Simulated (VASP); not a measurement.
# CsI (Pm-3m) in VASP: notebook

The runs below take CsI through single point, relaxation of cell and atoms, with r2SCAN.

Program: VASP 6.6.1. These are calculated values, not measurements. Logs are shortened: lines on timing, memory, paths and dates and some standing lists are left out, and cuts for length are marked.

**1. The cell of the first run**

The structure is cubic, space group Pm-3m (No. 221). The conventional cell has a = 4.609 Å, b = 4.609 Å, c = 4.609 Å, α = 90.00°, β = 90.00°, γ = 90.00°. Cs (site symmetry m-3m) has 8 I at 3.99 Å and 6 Cs at 4.61 Å within 5.2 Å. Within 5.2 Å of I (site symmetry m-3m) lie 8 Cs at 3.99 Å and 6 I at 4.61 Å.

**2. Single point, r2SCAN**

Input file POSCAR:

```
CsI
1.0
    4.6089388486      0.0000000000      0.0000000000
    0.0000000000      4.6089388486      0.0000000000
    0.0000000000      0.0000000000      4.6089388486
Cs I
1 1
Direct
    0.0000000000      0.0000000000      0.0000000000
    0.5000000000      0.5000000000      0.5000000000
```

Input file INCAR.step1:

```
SYSTEM = CsI
PREC = Accurate
ENCUT = 550
ISMEAR = -1
SIGMA = 0.1
LREAL = .FALSE.
LASPH = .TRUE.
NELM = 120
NBANDS = 15
GGA = PE
ALGO = Normal
EDIFF = 1E-5
LWAVE = .TRUE.
LCHARG = .FALSE.
GGA_COMPAT = .FALSE.
```

Input file INCAR.step2:

```
SYSTEM = CsI
PREC = Accurate
ENCUT = 550
EDIFF = 1E-6
ISMEAR = -1
SIGMA = 0.1
LREAL = .FALSE.
LASPH = .TRUE.
NELM = 120
ALGO = Normal
ISIF = 2
LWAVE = .FALSE.
LCHARG = .FALSE.
METAGGA = R2SCAN
LMIXTAU = .TRUE.
NBANDS = 15
ISTART = 1
GGA_COMPAT = .FALSE.
```

Input file KPOINTS:

```
regular mesh
0
G
  8 8 8
  0 0 0
```

Potentials or basis: VASP PAW PBE potentials, release 64 (Cs_sv, I).

Run with:

```sh
cat potpaw_PBE.64/Cs_sv/POTCAR potpaw_PBE.64/I/POTCAR > POTCAR
cp INCAR.step1 INCAR
mpirun -np 1 vasp_std > vasp.out
cp INCAR.step2 INCAR
mpirun -np 1 vasp_std > vasp.out
```

OUTCAR:

```text
SYSTEM = CsI
   PREC = Accurate
   ENCUT = 550
   EDIFF = 1E-6
   ISMEAR = -1
   LREAL = .FALSE.
   LASPH = .TRUE.
   NELM = 120
   ISIF = 2
   METAGGA = R2SCAN
   ISTART = 1

 ion  position               nearest neighbor table
   1  0.000  0.000  0.000-
   2  0.500  0.500  0.500-

  LATTYP: Found a simple cubic cell.
 ALAT       =     4.6089388486

  Lattice vectors:

 A1 = (   4.6089388486,   0.0000000000,   0.0000000000)
 A2 = (   0.0000000000,   4.6089388486,   0.0000000000)
 A3 = (   0.0000000000,   0.0000000000,   4.6089388486)

Analysis of symmetry for initial positions (statically):
=====================================================================
 Subroutine PRICEL returns:
 Original cell was already a primitive cell.

 Routine SETGRP: Setting up the symmetry group for a
 simple cubic supercell.

 Subroutine GETGRP returns: Found 48 space group operations
 (whereof 48 operations were pure point group operations)
 out of a pool of 48 trial point group operations.

The static configuration has the point symmetry O_h .

Analysis of symmetry for dynamics (positions and initial velocities):
=====================================================================
 Subroutine PRICEL returns:
 Original cell was already a primitive cell.

 Routine SETGRP: Setting up the symmetry group for a
 simple cubic supercell.

 Subroutine GETGRP returns: Found 48 space group operations
 (whereof 48 operations were pure point group operations)
 out of a pool of 48 trial point group operations.

The dynamic configuration has the point symmetry O_h .

 Subroutine INISYM returns: Found 48 space group operations
 (whereof 48 operations are pure point group operations),
 and found     1 'primitive' translations

----------------------------------------------------------------------------------------

                                     Primitive cell

  volume of cell :      97.9045

  direct lattice vectors                    reciprocal lattice vectors
     4.608938849  0.000000000  0.000000000     0.216969683  0.000000000  0.000000000
     0.000000000  4.608938849  0.000000000     0.000000000  0.216969683  0.000000000
     0.000000000  0.000000000  4.608938849     0.000000000  0.000000000  0.216969683

  length of vectors
     4.608938849  4.608938849  4.608938849     0.216969683  0.216969683  0.216969683

  position of ions in fractional coordinates (direct lattice)
     0.000000000  0.000000000  0.000000000
     0.500000000  0.500000000  0.500000000

  ion indices of the primitive-cell ions
   primitive index   ion index
                 1           1
                 2           2

----------------------------------------------------------------------------------------

 KPOINTS: regular mesh

Automatic generation of k-mesh.
 Grid dimensions read from file:
 generate k-points for:    8    8    8

 Generating k-lattice:

  Cartesian coordinates                     Fractional coordinates (reciprocal lattice)
     0.027121210  0.000000000  0.000000000     0.125000000  0.000000000  0.000000000
     0.000000000  0.027121210  0.000000000     0.000000000  0.125000000  0.000000000
     0.000000000  0.000000000  0.027121210     0.000000000  0.000000000  0.125000000

  Length of vectors
     0.027121210  0.027121210  0.027121210

  Shift w.r.t. Gamma in fractional coordinates (k-lattice)
     0.000000000  0.000000000  0.000000000

 Subroutine IBZKPT returns following result:
 ===========================================

 Found     35 irreducible k-points:

 Following reciprocal coordinates:
            Coordinates               Weight
  0.000000  0.000000  0.000000      1.000000
  0.125000  0.000000  0.000000      6.000000
  0.250000  0.000000  0.000000      6.000000
  0.375000  0.000000  0.000000      6.000000
  0.500000  0.000000  0.000000      3.000000
  0.125000  0.125000  0.000000     12.000000
[... 16 lines left out ...]
  0.375000  0.375000  0.125000     24.000000
  0.500000  0.375000  0.125000     24.000000
 [... further k-points ...]
   k-points           NKPTS =     35   k-points in BZ     NKDIM =     35   number of bands    NBANDS=     15
   number of dos      NEDOS =    301   number of ions     NIONS =      2
   total plane-waves  NPLWV =  46656
   dimension x,y,z NGX =    36 NGY =   36 NGZ =   36
   dimension x,y,z NGXF=    72 NGYF=   72 NGZF=   72
   ions per type =               1   1
   NGX,Y,Z   is equivalent  to a cutoff of  12.99, 12.99, 12.99 a.u.
   NGXF,Y,Z  is equivalent  to a cutoff of  25.97, 25.97, 25.97 a.u.
 SYSTEM =  CsI
   PREC   = accura    normal or accurate (medium, high low for compatibility)
   ISTART =      1    job   : 0-new  1-cont  2-samecut
   ICHARG =      0    charge: 1-file 2-atom 10-const
   ISPIN  =      1    spin polarized calculation?
   LNONCOLLINEAR =      F non collinear calculations
   LSORBIT =      F    spin-orbit coupling
   LASPH  =      T    aspherical Exc in radial PAW
   ENCUT  =  550.0 eV  40.42 Ry    6.36 a.u.   8.81  8.81  8.81*2*pi/ulx,y,z
   NELM   =    120;   NELMIN=  2; NELMDL=  0     # of ELM steps
   EDIFF  = 0.1E-05   stopping-criterion for ELM
   LREAL  =      F    real-space projection
   EDIFFG = 0.1E-04   stopping-criterion for IOM
   NSW    =      0    number of steps for IOM
   IBRION =     -1    ionic relax: 0-MD 1-quasi-New 2-CG
   NFREE  =      0    steps in history (QN), initial steepest desc. (CG)
   ISIF   =      2    stress and relaxation
   ISYM   =      2    0-nonsym 1-usesym 2-fastsym
   POTIM  = 0.5000    time-step for ionic-motion
   TEBEG  =    0.0;   TEEND  =   0.0 temperature during run
   PSTRESS=    0.0 pullay stress
   NELECT =      16.0000    total number of electrons
   NUPDOWN=      -1.0000    fix difference up-down
   EMIN   =  10.00;   EMAX   =-10.00  energy-range for DOS
   EFERMI =   0.00;   METHOD = LEGACY
   ISMEAR =    -1;   SIGMA  =   0.10  broadening in eV -4-tet -1-fermi 0-gaus
   EFERMI_NEDOS =   21; number of points for ismear=-14 and -15
   IALGO  =     38    algorithm
   IMIX   =      4    mixing-type and parameters
     AMIX     =   0.40;   BMIX     =  1.00
     AMIX_MAG =   1.60;   BMIX_MAG =  1.00
  volume/ion in A,a.u.               =      48.95       330.35
  Fermi-wavevector in a.u.,A,eV,Ry     =   0.895050  1.691399 10.899820  0.801114
  Thomas-Fermi vector in A             =   2.017333
   LORBIT       =      0    0 simple, 1 ext, 2 COOP (PROOUT), +10 PAW based schemes
   METAGGA = R2SCAN    functional components
   LHFCALC =     F    Hartree Fock is set to
   AEXX    =    0.0000 exact exchange contribution
   IVDW    =     0    specifies the selected vdW correction
   LEPSILON=     F    determine dielectric tensor
   LRPA    =     F    only Hartree local field effects (RPA)
 non-spin polarized calculation
  energy-cutoff  :      550.00
  volume of cell :       97.90
 maximum number of plane-waves:      2897
 NGX is ok and might be reduce to    36
   NGX = 17   NGY = 17   NGZ = 17

 number of electron      16.0000002 magnetization

 Free energy of the ion-electron system (eV)
  ---------------------------------------------------
  ext. energy  EPLUGINS =         0.00000000
  ---------------------------------------------------
  free energy    TOTEN  =       -53.12593136 eV

  energy without entropy =      -53.12593136  energy(sigma->0) =      -53.12593136

 E-fermi :   2.5420     XC(G=0):  -7.9984

 val. band max:        0.3485124080   @ k =   0.5000   0.5000   0.0000
 cond. band min:       4.8458680021   @ k =   0.0000   0.0000   0.0000
 fundamental gap:      4.4973555940
 Fermi energy:         2.5419587036

 k-point     1 :       0.0000    0.0000    0.0000
  band No.  band energies     occupation
      1     -20.6482      2.00000
      2     -10.5748      2.00000
      3      -6.9793      2.00000
      4      -6.9793      2.00000
      5      -6.9793      2.00000
      6       0.2562      2.00000
      7       0.2562      2.00000
      8       0.2562      2.00000
      9       4.8459      0.00000
     10       5.0006      0.00000
     11       5.0006      0.00000
     12       8.6925      0.00000
     13       8.6925      0.00000
     14       8.6925      0.00000
     15      11.0506      0.00000

 k-point     2 :       0.1250    0.0000    0.0000
  band No.  band energies     occupation
      1     -20.6449      2.00000
      2     -10.5755      2.00000
      3      -7.0004      2.00000
      4      -6.9710      2.00000
      5      -6.9710      2.00000
      6      -0.0086      2.00000
      7       0.2376      2.00000
      8       0.2376      2.00000
      9       5.0953      0.00000
     10       5.1646      0.00000
     11       5.3579      0.00000
     12       8.6379      0.00000
     13       8.6379      0.00000
     14       8.7657      0.00000
     15      10.2914      0.00000

 k-point     3 :       0.2500    0.0000    0.0000
  band No.  band energies     occupation
      1     -20.6367      2.00000
      2     -10.5784      2.00000
      3      -7.0463      2.00000
      4      -6.9507      2.00000
      5      -6.9507      2.00000
      6      -0.5382      2.00000
      7       0.1916      2.00000
      8       0.1916      2.00000
      9       5.3685      0.00000
     10       5.9030      0.00000
     11       6.2669      0.00000
     12       8.5901      0.00000
     13       8.5901      0.00000
     14       8.9670      0.00000
     15       9.1341      0.00000

 k-point     4 :       0.3750    0.0000    0.0000
  band No.  band energies     occupation
      1     -20.6286      2.00000
      2     -10.5826      2.00000
      3      -7.0852      2.00000
      4      -6.9302      2.00000
      5      -6.9302      2.00000
      6      -0.9756      2.00000
      7       0.1442      2.00000
      8       0.1442      2.00000
      9       5.7618      0.00000
     10       6.8296      0.00000
     11       7.1934      0.00000
     12       8.1617      0.00000
     13       8.6894      0.00000
     14       8.6894      0.00000
     15       9.2220      0.00000
[... 307 lines left out ...]
 k-point    22 :       0.5000    0.2500    0.1250
  band No.  band energies     occupation
      1     -20.6120      2.00000
      2     -10.4788      2.00000
      3      -7.2092      2.00000
      4      -7.1168      2.00000
      5      -6.9587      2.00000
      6      -0.8041      2.00000
      7      -0.2828      2.00000
      8       0.1076      2.00000
      9       6.0093      0.00000
     10       6.6018      0.00000
     11       7.0512      0.00000
     12       7.8090      0.00000
     13       8.4350      0.00000
     14       9.1168      0.00000
     15      10.0966      0.00000

 k-point    23 :       0.3750    0.3750    0.1250
  band No.  band energies     occupation
      1     -20.6078      2.00000
      2     -10.4396      2.00000
      3      -7.2532      2.00000
      4      -7.1962      2.00000
      5      -6.9495      2.00000
      6      -0.6051      2.00000
      7      -0.4779      2.00000
      8       0.0981      2.00000
      9       5.7144      0.00000
     10       6.4365      0.00000
     11       7.1937      0.00000
     12       7.4652      0.00000
     13       8.7234      0.00000
     14       9.1741      0.00000
     15      10.5530      0.00000

 k-point    24 :       0.5000    0.3750    0.1250
  band No.  band energies     occupation
      1     -20.6047      2.00000
      2     -10.4175      2.00000
      3      -7.2720      2.00000
      4      -7.2473      2.00000
      5      -6.9431      2.00000
      6      -0.6360      2.00000
      7      -0.4890      2.00000
      8       0.1139      2.00000
      9       5.5669      0.00000
     10       6.3429      0.00000
     11       7.1630      0.00000
     12       7.3149      0.00000
     13       9.0683      0.00000
     14      10.0606      0.00000
     15      10.4225      0.00000

 [... further k-points ...]

------------------------ aborting loop because EDIFF is reached ----------------------------------------

  FORCE on cell =-STRESS in cart. coord.  units (eV):
  Direction    XX          YY          ZZ          XY          YZ          ZX
  --------------------------------------------------------------------------------------
  -------------------------------------------------------------------------------------
  Total        0.0274984      0.0274984      0.0274984      0.0000000      0.0000000     -0.0000000
  in kB        0.4500024      0.4500024      0.4500024      0.0000000      0.0000000     -0.0000000
  external PRESSURE =       0.4500024 kB  Pullay stress =       0.0000000 kB

 VOLUME and BASIS-vectors are now :
 -----------------------------------------------------------------------------
  energy-cutoff  :      550.00
  volume of cell :       97.90
      direct lattice vectors                 reciprocal lattice vectors
     4.608938849  0.000000000  0.000000000     0.216969683  0.000000000  0.000000000
     0.000000000  4.608938849  0.000000000     0.000000000  0.216969683  0.000000000
     0.000000000  0.000000000  4.608938849     0.000000000  0.000000000  0.216969683

 POSITION                                       TOTAL-FORCE (eV/Angst)
 -----------------------------------------------------------------------------------
      0.00000      0.00000      0.00000         0.000000      0.000000      0.000000
      2.30447      2.30447      2.30447         0.000000      0.000000      0.000000
 -----------------------------------------------------------------------------------
    total drift:                                0.000000      0.000000      0.000000

  FREE ENERGIE OF THE ION-ELECTRON SYSTEM (eV)
  ---------------------------------------------------
  free  energy   TOTEN  =       -53.1259313644 eV

  energy  without entropy=      -53.1259313642  energy(sigma->0) =      -53.12593136
```

Run time: 70 s. Hardware: 1 thread of Intel Xeon 6975P-C (Granite Rapids), shared host; peak memory 0.24 GiB.

What came out:

| Item | Value |
| --- | --- |
| Free energy | -53.1259 eV |
| Pressure | 0.0 GPa |
| Band gap on the k mesh | 4.50 eV (least direct gap 4.59 eV) |

Levels at points of the mesh, in eV from the valence-band top:
| k point | band 4 | band 5 | band 6 | band 7 | band 8 | band 9 | band 10 | band 11 | band 12 | band 13 |
| --- | --- | --- | --- | --- | --- | --- | --- | --- | --- | --- |
| (0.00, 0.00, 0.00) | -7.33 | -7.33 | -0.09 | -0.09 | -0.09 | 4.50 | 4.65 | 4.65 | 8.34 | 8.34 |
| (0.50, 0.00, 0.00) | -7.27 | -7.27 | -1.49 | -0.22 | -0.22 | 5.67 | 7.02 | 7.22 | 7.36 | 8.47 |
| (0.50, 0.50, 0.00) | -7.66 | -7.23 | -0.86 | -0.86 | 0.00 | 4.76 | 5.50 | 6.67 | 6.67 | 10.10 |
| (0.50, 0.50, 0.50) | -7.56 | -7.56 | -1.25 | -1.25 | -1.25 | 7.66 | 7.66 | 7.66 | 8.40 | 8.40 |

Caveat: the PAW data sets were made with another functional, which shifts forces and pressure a little; spin-orbit coupling is left out, which moves the levels of the heavy elements.

**3. Relaxation of cell and atoms, r2SCAN**

This run uses another cell than the first one, of 47.62 Å³/atom.

Input file POSCAR:

```
CsI
1.0
    4.5667000000      0.0000000000      0.0000000000
    0.0000000000      4.5667000000      0.0000000000
    0.0000000000      0.0000000000      4.5667000000
Cs I
1 1
Direct
    0.0000000000      0.0000000000      0.0000000000
    0.5000000000      0.5000000000      0.5000000000
```

Input file INCAR.step1:

```
PREC     = Accurate       # precision mode
ENCUT    = 550            # plane-wave cutoff, eV
ISMEAR   = -1             # smearing method
SIGMA    = 0.1            # smearing width, eV
LREAL    = False          # projectors in reciprocal space
LASPH    = True           # aspherical terms in the spheres
NELM     = 120            # most SCF steps
GGA      = PE             # functional
ALGO     = Normal         # electronic algorithm
EDIFF    = 1E-5           # SCF threshold, eV
LWAVE    = True           # write WAVECAR
LCHARG   = False          # write CHGCAR
GGA_COMPAT= False        
IBRION   = 2              # ionic algorithm
ISIF     = 3              # what is computed and relaxed
EDIFFG   = -0.005         # ionic threshold
NELMIN   = 4            
NSW      = 100            # ionic steps
```

Input file INCAR.step2:

```
PREC     = Accurate       # precision mode
ENCUT    = 550            # plane-wave cutoff, eV
EDIFF    = 1E-7           # SCF threshold, eV
ISMEAR   = -1             # smearing method
SIGMA    = 0.1            # smearing width, eV
LREAL    = False          # projectors in reciprocal space
LASPH    = True           # aspherical terms in the spheres
NELM     = 120            # most SCF steps
ALGO     = Normal         # electronic algorithm
ISIF     = 3              # what is computed and relaxed
LWAVE    = False          # write WAVECAR
LCHARG   = False          # write CHGCAR
METAGGA  = R2SCAN         # meta-GGA
LMIXTAU  = True         
IBRION   = 2              # ionic algorithm
NSW      = 100            # ionic steps
EDIFFG   = -0.002         # ionic threshold
ISTART   = 1            
GGA_COMPAT= False        
NELMIN   = 4
```

Input file KPOINTS:

```
Automatic mesh
0
Gamma
  8 8 8
```

Potentials or basis: VASP PAW PBE potentials, release 64 (Cs_sv, I).

Run with:

```sh
cat potpaw_PBE.64/Cs_sv/POTCAR potpaw_PBE.64/I/POTCAR > POTCAR
cp INCAR.step1 INCAR
mpirun -np 1 vasp_std > vasp.out
cp INCAR.step2 INCAR
mpirun -np 1 vasp_std > vasp.out
```

Wall time 4.1 min (1 thread of Intel Xeon 6975P-C (Granite Rapids), shared host); peak memory 0.25 GiB.

The run converged. Its results:

| Property | Result |
| --- | --- |
| Free energy | -53.1257 eV |
| Relaxed volume | 49.14 Å³/atom |
| Relaxed cell | a = 4.615 Å, b = 4.615 Å, c = 4.615 Å, α = 90.00°, β = 90.00°, γ = 90.00° |
| Space group after relaxing (to 0.1 Å) | Pm-3m (No. 221) |
| Energy gained by relaxing | 1.9 meV/atom |
| Ionic steps | 4 |
| Pressure after relaxing | 0.0 GPa |
| Band gap on the k mesh | 4.48 eV (least direct gap 4.58 eV) |

The path:
```
step  energy change (eV)  largest force (eV/Å)  pressure (GPa)  volume (Å³)
   1              0.0000                0.0000            0.42        95.24
   2             -0.0031                0.0000            0.17        96.96
   3             -0.0038                0.0000           -0.02        98.41
   4             -0.0038                0.0000            0.00        98.27
```

Final structure:
```
Cs I
1.0
     4.61471    0.00000    0.00000
     0.00000    4.61471    0.00000
     0.00000    0.00000    4.61471
Cs I
1 1
Direct
  0.00000 0.00000 0.00000
  0.50000 0.50000 0.50000
```

Levels at points of the mesh, in eV from the valence-band top:
```tsv
k point	band 5	band 6	band 7	band 8	band 9	band 10	band 11	band 12
(0.00, 0.00, 0.00)	-7.33	-0.09	-0.09	-0.09	4.48	4.66	4.66	8.34
(0.50, 0.00, 0.00)	-7.28	-1.48	-0.22	-0.22	5.67	7.01	7.20	7.37
(0.50, 0.50, 0.00)	-7.24	-0.85	-0.85	0.00	4.76	5.50	6.66	6.66
(0.50, 0.50, 0.50)	-7.56	-1.24	-1.24	-1.24	7.64	7.64	7.64	8.38
```

Caveat: the PAW data sets were made with another functional, which shifts forces and pressure a little; spin-orbit coupling is left out, which moves the levels of the heavy elements. A k mesh can miss the band edges.
